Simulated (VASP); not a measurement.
# NbAs (I4_1md) in VASP: settings compared

Aim: see how the results for NbAs move with the level of theory and the settings. Levels: PBE, LDA, PBEsol. Tasks: single point.

All numbers are computed with VASP 6.6.1; they aren't measurements. Logs are shortened: lines on timing, memory, paths and dates and some standing lists are left out, and cuts for length are marked.

## Step 1: The cell of the first run

The structure is tetragonal, space group I4_1md (No. 109). Conventional cell: a = 3.381 Å, b = 3.381 Å, c = 11.442 Å, α = 90.00°, β = 90.00°, γ = 90.00°. Nb (site symmetry 2mm) has 6 As at 2.54 to 2.58 Å and 8 Nb at 3.32 to 3.38 Å within 3.4 Å. As (site symmetry 2mm) has 6 Nb at 2.54 to 2.58 Å and 8 As at 3.32 to 3.38 Å within 3.4 Å.

## Step 2: Single point, PBE (16.35 Å³/atom)

File INCAR:

```
SYSTEM = NbAs
PREC = Accurate
ENCUT = 520
EDIFF = 1E-6
ISMEAR = -1
SIGMA = 0.05
LREAL = .FALSE.
LASPH = .TRUE.
NELM = 100
ALGO = Normal
ISIF = 2
LWAVE = .FALSE.
LCHARG = .FALSE.
GGA = PE
NBANDS = 26
```

File KPOINTS:

```
Automatic mesh
0
G
  11 11 11
  0 0 0
```

File POSCAR:

```
NbAs
1.0
   -1.6906186857      1.6906186857      5.7207828749
    1.6906186857     -1.6906186857      5.7207828749
    1.6906186857      1.6906186857     -5.7207828749
Nb As
2 2
Direct
    0.5000000000      0.0000000000      0.5000000000
    0.7500000000      0.7500000000      0.0000000000
    0.9160000000      0.4160000000      0.5000000000
    0.1660000000      0.1660000000      0.0000000000
```

Potentials or basis: VASP PAW PBE potentials, release 64 (Nb_sv, As).

On the command line:

```
> cat potpaw_PBE.64/Nb_sv/POTCAR potpaw_PBE.64/As/POTCAR > POTCAR
> mpirun -np 1 vasp_std > vasp.out
```

OUTCAR:

```text
SYSTEM = NbAs
   PREC = Accurate
   ENCUT = 520
   EDIFF = 1E-6
   ISMEAR = -1
   LREAL = .FALSE.
   LASPH = .TRUE.
   NELM = 100
   ISIF = 2
   GGA = PE

 ion  position               nearest neighbor table
   1  0.500  0.000  0.500-   4 2.54   4 2.54   3 2.58   3 2.58   3 2.58   3 2.58
   2  0.750  0.750  0.000-   3 2.54   3 2.54   4 2.58   4 2.58   4 2.58   4 2.58
   3  0.916  0.416  0.500-   2 2.54   2 2.54   1 2.58   1 2.58   1 2.58   1 2.58
   4  0.166  0.166  0.000-   1 2.54   1 2.54   2 2.58   2 2.58   2 2.58   2 2.58

  LATTYP: Found a body centered tetragonal cell.
 ALAT       =     3.3812373714
 C/A-ratio  =     3.3838398471

  Lattice vectors:

 A1 = (  -1.6906186857,   1.6906186857,   5.7207828749)
 A2 = (   1.6906186857,  -1.6906186857,   5.7207828749)
 A3 = (   1.6906186857,   1.6906186857,  -5.7207828749)

Analysis of symmetry for initial positions (statically):
=====================================================================
 Subroutine PRICEL returns:
 Original cell was already a primitive cell.

 Routine SETGRP: Setting up the symmetry group for a
 body centered tetragonal supercell.

 Subroutine GETGRP returns: Found  8 space group operations
 (whereof  4 operations were pure point group operations)
 out of a pool of 16 trial point group operations.

The static configuration has the point symmetry C_2v.
 The point group associated with its full space group is C_4v.

Analysis of symmetry for dynamics (positions and initial velocities):
=====================================================================
 Subroutine PRICEL returns:
 Original cell was already a primitive cell.

 Routine SETGRP: Setting up the symmetry group for a
 body centered tetragonal supercell.

 Subroutine GETGRP returns: Found  8 space group operations
 (whereof  4 operations were pure point group operations)
 out of a pool of 16 trial point group operations.

The dynamic configuration has the point symmetry C_2v.
 The point group associated with its full space group is C_4v.

 Subroutine INISYM returns: Found  8 space group operations
 (whereof  4 operations are pure point group operations),
 and found     1 'primitive' translations

----------------------------------------------------------------------------------------

                                     Primitive cell

  volume of cell :      65.4044

  direct lattice vectors                    reciprocal lattice vectors
    -1.690618686  1.690618686  5.720782875     0.000000000  0.295749718  0.087400625
     1.690618686 -1.690618686  5.720782875     0.295749718  0.000000000  0.087400625
     1.690618686  1.690618686 -5.720782875     0.295749718  0.295749718  0.000000000

  length of vectors
     6.200301588  6.200301588  6.200301588     0.308393847  0.308393847  0.418253263

  position of ions in fractional coordinates (direct lattice)
     0.500000000  0.000000000  0.500000000
     0.750000000  0.750000000  0.000000000
     0.916000000  0.416000000  0.500000000
     0.166000000  0.166000000  0.000000000

  ion indices of the primitive-cell ions
   primitive index   ion index
                 1           1
                 2           2
                 3           3
                 4           4

----------------------------------------------------------------------------------------

 KPOINTS: Automatic mesh

Automatic generation of k-mesh.
 Grid dimensions read from file:
 generate k-points for:   11   11   11

 Generating k-lattice:

  Cartesian coordinates                     Fractional coordinates (reciprocal lattice)
     0.000000000  0.026886338  0.007945511     0.090909091 -0.000000000  0.000000000
     0.026886338  0.000000000  0.007945511    -0.000000000  0.090909091  0.000000000
     0.026886338  0.026886338  0.000000000     0.000000000  0.000000000  0.090909091

  Length of vectors
     0.028035804  0.028035804  0.038023024

  Shift w.r.t. Gamma in fractional coordinates (k-lattice)
     0.000000000  0.000000000  0.000000000

 Subroutine IBZKPT returns following result:
 ===========================================

 Found    126 irreducible k-points:

 Following reciprocal coordinates:
            Coordinates               Weight
  0.000000  0.000000  0.000000      1.000000
  0.090909 -0.000000  0.000000      8.000000
  0.181818 -0.000000  0.000000      8.000000
  0.272727 -0.000000  0.000000      8.000000
  0.363636  0.000000 -0.000000      8.000000
  0.454545 -0.000000  0.000000      8.000000
[... 16 lines left out ...]
 -0.272727  0.181818 -0.000000     16.000000
 -0.181818  0.181818  0.000000      4.000000
 [... further k-points ...]
   k-points           NKPTS =    126   k-points in BZ     NKDIM =    126   number of bands    NBANDS=     26
   number of dos      NEDOS =    301   number of ions     NIONS =      4
   total plane-waves  NPLWV = 110592
   dimension x,y,z NGX =    48 NGY =   48 NGZ =   48
   dimension x,y,z NGXF=    96 NGYF=   96 NGZF=   96
   ions per type =               2   2
   NGX,Y,Z   is equivalent  to a cutoff of  12.87, 12.87, 12.87 a.u.
   NGXF,Y,Z  is equivalent  to a cutoff of  25.74, 25.74, 25.74 a.u.
 SYSTEM =  NbAs
   PREC   = accura    normal or accurate (medium, high low for compatibility)
   ISTART =      0    job   : 0-new  1-cont  2-samecut
   ICHARG =      2    charge: 1-file 2-atom 10-const
   ISPIN  =      1    spin polarized calculation?
   LNONCOLLINEAR =      F non collinear calculations
   LSORBIT =      F    spin-orbit coupling
   LASPH  =      T    aspherical Exc in radial PAW
   ENCUT  =  520.0 eV  38.22 Ry    6.18 a.u.  11.53 11.53 11.53*2*pi/ulx,y,z
   NELM   =    100;   NELMIN=  2; NELMDL= -5     # of ELM steps
   EDIFF  = 0.1E-05   stopping-criterion for ELM
   LREAL  =      F    real-space projection
   EDIFFG = 0.1E-04   stopping-criterion for IOM
   NSW    =      0    number of steps for IOM
   IBRION =     -1    ionic relax: 0-MD 1-quasi-New 2-CG
   NFREE  =      0    steps in history (QN), initial steepest desc. (CG)
   ISIF   =      2    stress and relaxation
   ISYM   =      2    0-nonsym 1-usesym 2-fastsym
   POTIM  = 0.5000    time-step for ionic-motion
   TEBEG  =    0.0;   TEEND  =   0.0 temperature during run
   PSTRESS=    0.0 pullay stress
   NELECT =      36.0000    total number of electrons
   NUPDOWN=      -1.0000    fix difference up-down
   EMIN   =  10.00;   EMAX   =-10.00  energy-range for DOS
   EFERMI =   0.00;   METHOD = LEGACY
   ISMEAR =    -1;   SIGMA  =   0.05  broadening in eV -4-tet -1-fermi 0-gaus
   EFERMI_NEDOS =   21; number of points for ismear=-14 and -15
   IALGO  =     38    algorithm
   IMIX   =      4    mixing-type and parameters
     AMIX     =   0.40;   BMIX     =  1.00
     AMIX_MAG =   1.60;   BMIX_MAG =  1.00
  volume/ion in A,a.u.               =      16.35       110.34
  Fermi-wavevector in a.u.,A,eV,Ry     =   1.341653  2.535356 24.490917  1.800032
  Thomas-Fermi vector in A             =   2.469869
   LORBIT       =      0    0 simple, 1 ext, 2 COOP (PROOUT), +10 PAW based schemes
   GGA     = PE    functional components
   LHFCALC =     F    Hartree Fock is set to
   AEXX    =    0.0000 exact exchange contribution
   IVDW    =     0    specifies the selected vdW correction
   LEPSILON=     F    determine dielectric tensor
   LRPA    =     F    only Hartree local field effects (RPA)
 non-spin polarized calculation
  energy-cutoff  :      520.00
  volume of cell :       65.40
 maximum number of plane-waves:      1781
 NGX is ok and might be reduce to    48
   NGX = 23   NGY = 23   NGZ = 23

 number of electron      36.0000000 magnetization

 Free energy of the ion-electron system (eV)
  ---------------------------------------------------
  ext. energy  EPLUGINS =         0.00000000
  ---------------------------------------------------
  free energy    TOTEN  =       -32.26662746 eV

  energy without entropy =      -32.26073831  energy(sigma->0) =      -32.26368289

 E-fermi :  10.4499     XC(G=0): -12.1553

 val. band max:       10.4418671073   @ k =  -0.1818  -0.4545   0.1818
 cond. band min:      10.4693847402   @ k =  -0.1818   0.2727   0.1818
 fundamental gap:      0.0275176329
 Fermi energy:        10.4498829108

 k-point     1 :       0.0000    0.0000    0.0000
  band No.  band energies     occupation
      1     -44.5388      2.00000
      2     -44.5002      2.00000
      3     -20.8448      2.00000
      4     -20.6716      2.00000
      5     -20.6716      2.00000
      6     -20.4945      2.00000
[... 18 lines left out ...]
     25      14.7255      0.00000
     26      14.7256      0.00000

 k-point     2 :       0.0909   -0.0000    0.0000
  band No.  band energies     occupation
      1     -44.5369      2.00000
      2     -44.4995      2.00000
      3     -20.8371      2.00000
      4     -20.6930      2.00000
      5     -20.6696      2.00000
      6     -20.5157      2.00000
[... 18 lines left out ...]
     25      14.8108      0.00000
     26      15.0976      0.00000

 k-point     3 :       0.1818   -0.0000    0.0000
  band No.  band energies     occupation
      1     -44.5318      2.00000
      2     -44.4977      2.00000
      3     -20.8215      2.00000
      4     -20.7444      2.00000
      5     -20.6644      2.00000
      6     -20.5680      2.00000
[... 18 lines left out ...]
     25      15.1647      0.00000
     26      15.9264      0.00000

 k-point     4 :       0.2727   -0.0000    0.0000
  band No.  band energies     occupation
      1     -44.5247      2.00000
      2     -44.4957      2.00000
      3     -20.8507      2.00000
      4     -20.7611      2.00000
      5     -20.6575      2.00000
      6     -20.6300      2.00000
[... 18 lines left out ...]
     25      15.2977      0.00000
     26      16.7135      0.00000

 k-point     5 :       0.3636    0.0000   -0.0000
  band No.  band energies     occupation
      1     -44.5178      2.00000
      2     -44.4943      2.00000
      3     -20.9144      2.00000
      4     -20.7499      2.00000
      5     -20.6690      2.00000
      6     -20.6510      2.00000
[... 18 lines left out ...]
     25      15.1987      0.00000
     26      17.0898      0.00000

 k-point     6 :       0.4545   -0.0000    0.0000
  band No.  band energies     occupation
      1     -44.5134      2.00000
      2     -44.4938      2.00000
      3     -20.9544      2.00000
      4     -20.7613      2.00000
      5     -20.6663      2.00000
      6     -20.6471      2.00000
[... 427 lines left out ...]
 k-point    21 :      -0.4545    0.1818   -0.0000
  band No.  band energies     occupation
      1     -44.5079      2.00000
      2     -44.4900      2.00000
      3     -20.9395      2.00000
      4     -20.7540      2.00000
      5     -20.7172      2.00000
      6     -20.6552      2.00000
[... 18 lines left out ...]
     25      14.9674      0.00000
     26      16.9269      0.00000

 k-point    22 :      -0.3636    0.1818    0.0000
  band No.  band energies     occupation
      1     -44.5130      2.00000
      2     -44.4898      2.00000
      3     -20.8999      2.00000
      4     -20.7539      2.00000
      5     -20.7081      2.00000
      6     -20.6650      2.00000
[... 18 lines left out ...]
     25      15.0848      0.00000
     26      16.9212      0.00000

 k-point    23 :      -0.2727    0.1818   -0.0000
  band No.  band energies     occupation
      1     -44.5197      2.00000
      2     -44.4914      2.00000
      3     -20.8376      2.00000
      4     -20.7671      2.00000
      5     -20.7152      2.00000
      6     -20.6236      2.00000
[... 18 lines left out ...]
     25      15.0817      0.00000
     26      16.5182      0.00000

 k-point    24 :      -0.1818    0.1818    0.0000
  band No.  band energies     occupation
      1     -44.5262      2.00000
      2     -44.4939      2.00000
      3     -20.8104      2.00000
      4     -20.7501      2.00000
      5     -20.7202      2.00000
      6     -20.5679      2.00000
[... 18 lines left out ...]
     25      14.5917      0.00000
     26      16.1203      0.00000

 [... further k-points ...]
[... 5 lines left out ...]
  --------------------------------------------------------------------------------------
  -------------------------------------------------------------------------------------
  Total        6.6104658      6.6104658      6.3021385      0.0000000      0.0000000      0.0000000
  in kB      161.9331844    161.9331844    154.3802493      0.0000000      0.0000000      0.0000000
  external PRESSURE =     159.4155394 kB  Pullay stress =       0.0000000 kB

 VOLUME and BASIS-vectors are now :
 -----------------------------------------------------------------------------
  energy-cutoff  :      520.00
  volume of cell :       65.40
      direct lattice vectors                 reciprocal lattice vectors
    -1.690618686  1.690618686  5.720782875     0.000000000  0.295749718  0.087400625
     1.690618686 -1.690618686  5.720782875     0.295749718  0.000000000  0.087400625
     1.690618686  1.690618686 -5.720782875     0.295749718  0.295749718  0.000000000

 POSITION                                       TOTAL-FORCE (eV/Angst)
 -----------------------------------------------------------------------------------
      0.00000      1.69062      0.00000         0.000000      0.000000     -0.383255
      0.00000      0.00000      8.58117         0.000000      0.000000     -0.383255
      0.00000      1.69062      4.75969        -0.000000      0.000000      0.383255
      0.00000      0.00000      1.89930         0.000000     -0.000000      0.383255
 -----------------------------------------------------------------------------------
    total drift:                               -0.000000     -0.000000     -0.000794

  FREE ENERGIE OF THE ION-ELECTRON SYSTEM (eV)
  ---------------------------------------------------
  free  energy   TOTEN  =       -32.2666274645 eV

  energy  without entropy=      -32.2607383103  energy(sigma->0) =      -32.26368289
```

Wall time 3.2 min (1 thread of Intel Xeon 6975P-C (Granite Rapids), shared host); peak memory 0.44 GiB.

Results:

```yaml
Free_energy: -32.2666 eV
Pressure: 15.9 GPa
Largest_force: 0.383 eV/Å
Band_gap_on_the_k_mesh: 0.03 eV (least direct gap 0.09 eV)
```

Forces in eV/Å, atoms in the order of the input:
```
Nb   0.000  0.000 -0.383
Nb   0.000  0.000 -0.383
As   0.000  0.000  0.383
As   0.000  0.000  0.383
```

Caveat: the cell stands under pressure; an odd mesh through Γ misses points on the zone boundary, where band edges can lie.

## Step 3: Single point, LDA (16.35 Å³/atom)

File INCAR:

```
PREC = Accurate ; ENCUT = 520
EDIFF = 1E-7 ; ISMEAR = -1
SIGMA = 0.05 ; LREAL = False
LASPH = True ; NELM = 80
ALGO = Normal ; ISIF = 2
LWAVE = False ; LCHARG = False
GGA = CA ; NBANDS = 26
```

File KPOINTS:

```
regular mesh
0
Gamma
  11 11 11
```

POSCAR is that of step 2.

Potentials or basis: VASP PAW LDA potentials, release 64 (Nb_sv, As).

On the command line:

```
> cat potpaw_LDA.64/Nb_sv/POTCAR potpaw_LDA.64/As/POTCAR > POTCAR
> mpirun -np 1 vasp_std > vasp.out
```

Run time: 3.3 min. Hardware: 1 thread of Intel Xeon 6975P-C (Granite Rapids), shared host; peak memory 0.37 GiB.

Results (log left out):

```
Free energy            : -36.3269 eV
Pressure               : 6.5 GPa
Largest force          : 0.362 eV/Å
Band gap on the k mesh : 0.02 eV (least direct gap 0.08 eV)
```

Forces in eV/Å, atoms in the order of the input:
```
Nb   0.000  0.000 -0.362
Nb   0.000  0.000 -0.362
As   0.000  0.000  0.362
As   0.000  0.000  0.362
```

Stress tensor (GPa, compression positive):
```
6.41 0.00 0.00
0.00 6.41 0.00
0.00 0.00 6.56
```

Levels at points of the mesh, in eV from the valence-band top:
| k point | band 16 | band 17 | band 18 | band 19 | band 20 | band 21 |
| --- | --- | --- | --- | --- | --- | --- |
| (0.00, 0.00, 0.00) | -1.83 | -1.42 | -1.42 | 0.80 | 1.42 | 2.62 |

Caveat: the cell stands under pressure; an odd mesh through Γ misses points on the zone boundary, where band edges can lie.

## Step 4: Single point, PBEsol (16.35 Å³/atom)

File INCAR:

```
SYSTEM = NbAs
PREC     = Accurate       ! precision mode
ENCUT    = 520            ! plane-wave cutoff, eV
EDIFF    = 1E-6           ! SCF threshold, eV
ISMEAR   = -1             ! smearing method
SIGMA    = 0.05           ! smearing width, eV
LREAL    = .False.        ! projectors in reciprocal space
LASPH    = .True.         ! aspherical terms in the spheres
NELM     = 80             ! most SCF steps
ALGO     = Normal         ! electronic algorithm
ISIF     = 2              ! what is computed and relaxed
LWAVE    = .False.        ! write WAVECAR
LCHARG   = .False.        ! write CHGCAR
GGA      = PS             ! functional
NBANDS   = 26             ! bands
```

File KPOINTS:

```
Automatic mesh
0
Gamma
  11 11 11
  0 0 0
```

POSCAR is that of step 3.

Potentials or basis: VASP PAW PBE potentials, release 64 (Nb_sv, As).

On the command line:

```
> cat potpaw_PBE.64/Nb_sv/POTCAR potpaw_PBE.64/As/POTCAR > POTCAR
> mpirun -np 1 vasp_std > vasp.out
```

Run time: 3.4 min. Hardware: 1 thread of Intel Xeon 6975P-C (Granite Rapids), shared host; peak memory 0.45 GiB.

The run converged. Its results:

```
Free energy            : -35.0164 eV
Pressure               : 9.9 GPa
Largest force          : 0.374 eV/Å
Band gap on the k mesh : 0.03 eV (least direct gap 0.09 eV)
```

Forces on the atoms (eV/Å):
```
Nb   0.000  0.000 -0.374
Nb   0.000  0.000 -0.374
As   0.000  0.000  0.374
As   0.000  0.000  0.374
```

Stress tensor (GPa, compression positive):
```
10.00  0.00  0.00
 0.00 10.00  0.00
 0.00  0.00  9.59
```

Levels at points of the mesh, in eV from the valence-band top:
```csv
k point,band 16,band 17,band 18,band 19,band 20,band 21
"(0.00, 0.00, 0.00)",-1.84,-1.42,-1.42,0.80,1.44,2.63
```

Caveat: the cell stands under pressure; the PAW data sets were made with another functional, which shifts forces and pressure a little; an odd mesh through Γ misses points on the zone boundary, where band edges can lie.

(Part 1 of 2 ends here.)
